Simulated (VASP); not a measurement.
# F (Pm-3m) in VASP: a series of runs, part 3 of 3

VASP 6.6.1. Earlier steps stand in the parts before.

### 5 Single point, PBE

This run uses another cell than the first one, of 11.15 Å³/atom.

The input, INCAR:

```
SYSTEM = F
PREC = Accurate ; ENCUT = 520
EDIFF = 1E-7 ; ISMEAR = -1
SIGMA = 0.06122561905347299 ; LREAL = .FALSE.
LASPH = .TRUE. ; NELM = 60
ALGO = Normal ; ISIF = 2
LWAVE = .FALSE. ; LCHARG = .FALSE.
GGA = PE ; NBANDS = 10
```

The input, KPOINTS:

```
Automatic mesh
0
G
  49 49 49
  0 0 0
```

The input, POSCAR:

```
F
1.0
    2.2341922921      0.0000000000      0.0000000000
    0.0000000000      2.2341922921      0.0000000000
    0.0000000000      0.0000000000      2.2341922921
F
1
Direct
    0.0000000000      0.0000000000      0.0000000000
```

Potentials or basis: VASP PAW PBE potentials, release 64 (F).

Command:

```console
$ cat potpaw_PBE.64/F/POTCAR > POTCAR
$ mpirun -np 1 vasp_std > vasp.out
```

OUTCAR:

```text
SYSTEM = F
   PREC = Accurate
   ENCUT = 520
   EDIFF = 1E-7
   ISMEAR = -1
   LREAL = .FALSE.
   LASPH = .TRUE.
   NELM = 60
   ISIF = 2
   GGA = PE

 ion  position               nearest neighbor table
   1  0.000  0.000  0.000-

  LATTYP: Found a simple cubic cell.
 ALAT       =     2.2341922921

  Lattice vectors:

 A1 = (   2.2341922921,   0.0000000000,   0.0000000000)
 A2 = (   0.0000000000,   2.2341922921,   0.0000000000)
 A3 = (   0.0000000000,   0.0000000000,   2.2341922921)

Analysis of symmetry for initial positions (statically):
=====================================================================
 Subroutine PRICEL returns:
 Original cell was already a primitive cell.

 Routine SETGRP: Setting up the symmetry group for a
 simple cubic supercell.

 Subroutine GETGRP returns: Found 48 space group operations
 (whereof 48 operations were pure point group operations)
 out of a pool of 48 trial point group operations.

The static configuration has the point symmetry O_h .

Analysis of symmetry for dynamics (positions and initial velocities):
=====================================================================
 Subroutine PRICEL returns:
 Original cell was already a primitive cell.

 Routine SETGRP: Setting up the symmetry group for a
 simple cubic supercell.

 Subroutine GETGRP returns: Found 48 space group operations
 (whereof 48 operations were pure point group operations)
 out of a pool of 48 trial point group operations.

The dynamic configuration has the point symmetry O_h .

 Subroutine INISYM returns: Found 48 space group operations
 (whereof 48 operations are pure point group operations),
 and found     1 'primitive' translations

----------------------------------------------------------------------------------------

                                     Primitive cell

  volume of cell :      11.1522

  direct lattice vectors                    reciprocal lattice vectors
     2.234192292  0.000000000  0.000000000     0.447589048  0.000000000  0.000000000
     0.000000000  2.234192292  0.000000000     0.000000000  0.447589048  0.000000000
     0.000000000  0.000000000  2.234192292     0.000000000  0.000000000  0.447589048

  length of vectors
     2.234192292  2.234192292  2.234192292     0.447589048  0.447589048  0.447589048

  position of ions in fractional coordinates (direct lattice)
     0.000000000  0.000000000  0.000000000

  ion indices of the primitive-cell ions
   primitive index   ion index
                 1           1

----------------------------------------------------------------------------------------

 KPOINTS: Automatic mesh

Automatic generation of k-mesh.
 Grid dimensions read from file:
 generate k-points for:   49   49   49

 Generating k-lattice:

  Cartesian coordinates                     Fractional coordinates (reciprocal lattice)
     0.009134470  0.000000000  0.000000000     0.020408163  0.000000000  0.000000000
     0.000000000  0.009134470  0.000000000     0.000000000  0.020408163  0.000000000
     0.000000000  0.000000000  0.009134470     0.000000000  0.000000000  0.020408163

  Length of vectors
     0.009134470  0.009134470  0.009134470

  Shift w.r.t. Gamma in fractional coordinates (k-lattice)
     0.000000000  0.000000000  0.000000000

 Subroutine IBZKPT returns following result:
 ===========================================

 Found   2925 irreducible k-points:

 Following reciprocal coordinates:
            Coordinates               Weight
  0.000000  0.000000  0.000000      1.000000
  0.020408  0.000000  0.000000      6.000000
  0.040816  0.000000  0.000000      6.000000
  0.061224  0.000000  0.000000      6.000000
  0.081633  0.000000  0.000000      6.000000
  0.102041  0.000000  0.000000      6.000000
[... 16 lines left out ...]
  0.448980  0.000000  0.000000      6.000000
  0.469388  0.000000  0.000000      6.000000
 [... further k-points ...]
   k-points           NKPTS =   2925   k-points in BZ     NKDIM =   2925   number of bands    NBANDS=     10
   number of dos      NEDOS =    301   number of ions     NIONS =      1
   total plane-waves  NPLWV =   5832
   dimension x,y,z NGX =    18 NGY =   18 NGZ =   18
   dimension x,y,z NGXF=    36 NGYF=   36 NGZF=   36
   ions per type =               1
   NGX,Y,Z   is equivalent  to a cutoff of  13.39, 13.39, 13.39 a.u.
   NGXF,Y,Z  is equivalent  to a cutoff of  26.79, 26.79, 26.79 a.u.
 SYSTEM =  F
   PREC   = accura    normal or accurate (medium, high low for compatibility)
   ISTART =      0    job   : 0-new  1-cont  2-samecut
   ICHARG =      2    charge: 1-file 2-atom 10-const
   ISPIN  =      1    spin polarized calculation?
   LNONCOLLINEAR =      F non collinear calculations
   LSORBIT =      F    spin-orbit coupling
   LASPH  =      T    aspherical Exc in radial PAW
   ENCUT  =  520.0 eV  38.22 Ry    6.18 a.u.   4.15  4.15  4.15*2*pi/ulx,y,z
   NELM   =     60;   NELMIN=  2; NELMDL= -5     # of ELM steps
   EDIFF  = 0.1E-06   stopping-criterion for ELM
   LREAL  =      F    real-space projection
   EDIFFG = 0.1E-05   stopping-criterion for IOM
   NSW    =      0    number of steps for IOM
   IBRION =     -1    ionic relax: 0-MD 1-quasi-New 2-CG
   NFREE  =      0    steps in history (QN), initial steepest desc. (CG)
   ISIF   =      2    stress and relaxation
   ISYM   =      2    0-nonsym 1-usesym 2-fastsym
   POTIM  = 0.5000    time-step for ionic-motion
   TEBEG  =    0.0;   TEEND  =   0.0 temperature during run
   PSTRESS=    0.0 pullay stress
   NELECT =       7.0000    total number of electrons
   NUPDOWN=      -1.0000    fix difference up-down
   EMIN   =  10.00;   EMAX   =-10.00  energy-range for DOS
   EFERMI =   0.00;   METHOD = LEGACY
   ISMEAR =    -1;   SIGMA  =   0.06  broadening in eV -4-tet -1-fermi 0-gaus
   EFERMI_NEDOS =   21; number of points for ismear=-14 and -15
   IALGO  =     38    algorithm
   IMIX   =      4    mixing-type and parameters
     AMIX     =   0.40;   BMIX     =  1.00
     AMIX_MAG =   1.60;   BMIX_MAG =  1.00
  volume/ion in A,a.u.               =      11.15        75.26
  Fermi-wavevector in a.u.,A,eV,Ry     =   1.401695  2.648820 26.732044  1.964750
  Thomas-Fermi vector in A             =   2.524531
   LORBIT       =      0    0 simple, 1 ext, 2 COOP (PROOUT), +10 PAW based schemes
   GGA     = PE    functional components
   LHFCALC =     F    Hartree Fock is set to
   AEXX    =    0.0000 exact exchange contribution
   IVDW    =     0    specifies the selected vdW correction
   LEPSILON=     F    determine dielectric tensor
   LRPA    =     F    only Hartree local field effects (RPA)
 non-spin polarized calculation
  energy-cutoff  :      520.00
  volume of cell :       11.15
 maximum number of plane-waves:       308
 NGX is ok and might be reduce to    18
   NGX =  9   NGY =  9   NGZ =  9

 number of electron       7.0000000 magnetization

 Free energy of the ion-electron system (eV)
  ---------------------------------------------------
  ext. energy  EPLUGINS =         0.00000000
  ---------------------------------------------------
  free energy    TOTEN  =        -1.04632991 eV

  energy without entropy =       -1.02137960  energy(sigma->0) =       -1.03385475

 E-fermi :  -3.7618     XC(G=0):  -9.6153

 val. band max:       -3.7622052848   @ k =   0.3265   0.2449   0.1020
 cond. band min:      -3.7617067765   @ k =   0.2245   0.0408   0.0204
 fundamental gap:      0.0004985083
 Fermi energy:        -3.7617985307

 k-point     1 :       0.0000    0.0000    0.0000
  band No.  band energies     occupation
      1     -25.7472      2.00000
      2      -3.8554      1.64369
      3      -3.8554      1.64369
      4      -3.8554      1.64369
      5       8.4675      0.00000
      6      24.2858      0.00000
      7      24.2858      0.00000
      8      35.1154      0.00000
      9      35.1154      0.00000
     10      35.1154      0.00000

 k-point     2 :       0.0204    0.0000    0.0000
  band No.  band energies     occupation
      1     -25.7432      2.00000
      2      -3.8763      1.73302
      3      -3.8538      1.63597
      4      -3.8538      1.63597
      5       8.4858      0.00000
      6      24.2725      0.00000
      7      24.2973      0.00000
      8      35.1073      0.00000
      9      35.1073      0.00000
     10      35.1165      0.00000
[... 274 lines left out ...]
 k-point    24 :       0.4694    0.0000    0.0000
  band No.  band energies     occupation
      1     -24.6550      2.00000
      2      -8.0987      2.00000
      3      -3.4575      0.01378
      4      -3.4575      0.01378
      5      14.4716      0.00000
      6      17.0789      0.00000
      7      29.0016      0.00000
      8      32.6642      0.00000
      9      32.6642      0.00000
     10      35.6691      0.00000

 [... further k-points ...]
[... 5 lines left out ...]
  --------------------------------------------------------------------------------------
  -------------------------------------------------------------------------------------
  Total       -0.2580045     -0.2580045     -0.2580045     -0.0000000     -0.0000000      0.0000000
  in kB      -37.0660413    -37.0660413    -37.0660413     -0.0000000     -0.0000000      0.0000000
  external PRESSURE =     -37.0660413 kB  Pullay stress =       0.0000000 kB

 VOLUME and BASIS-vectors are now :
 -----------------------------------------------------------------------------
  energy-cutoff  :      520.00
  volume of cell :       11.15
      direct lattice vectors                 reciprocal lattice vectors
     2.234192292  0.000000000  0.000000000     0.447589048  0.000000000  0.000000000
     0.000000000  2.234192292  0.000000000     0.000000000  0.447589048  0.000000000
     0.000000000  0.000000000  2.234192292     0.000000000  0.000000000  0.447589048

 POSITION                                       TOTAL-FORCE (eV/Angst)
 -----------------------------------------------------------------------------------
      0.00000      0.00000      0.00000         0.000000      0.000000      0.000000
 -----------------------------------------------------------------------------------
    total drift:                               -0.000000      0.000000      0.000000

  FREE ENERGIE OF THE ION-ELECTRON SYSTEM (eV)
  ---------------------------------------------------
  free  energy   TOTEN  =        -1.0463299081 eV

  energy  without entropy=       -1.0213795980  energy(sigma->0) =       -1.03385475
```

Run time: 4.5 min. Hardware: 1 thread of Intel Xeon Platinum 8259CL at 2.50GHz (Skylake/Cascade Lake), shared host; peak memory 0.35 GiB.

What came out:

```yaml
Free_energy: -1.0463 eV
Pressure: -3.7 GPa
Band_gap_on_the_k_mesh: zero (an odd number of electrons rules out a gap without spin polarisation)
```

Caveat: the cell stands under tension; the nearest neighbours stand farther apart than a usual bond; an odd number of electrons without spin polarisation forces a metal; a magnetic or distorted state may lie lower.

### 6 Summary

```csv
cell,gap on the mesh (eV),pressure (GPa)
"a = 2.191 Å, 1 atom",none,-0.7
"a = 2.206 Å, 1 atom",none,-1.8
"a = 2.220 Å, 1 atom",none,-2.8
"a = 2.234 Å, 1 atom",none,-3.7
```

Alike in all rows: task single point; level PBE; potentials or basis VASP PAW PBE potentials, release 64 (F); no spin polarisation; k mesh 49 × 49 × 49; cutoff (eV) 520; smearing fermi-dirac 0.0612256 eV.

Caveats: the nearest neighbours stand farther apart than a usual bond; an odd number of electrons without spin polarisation forces a metal; a magnetic or distorted state may lie lower; the cell stands under tension (at least some runs).

Total energies depend on the potentials used, so only differences within one code and one set of settings carry meaning.
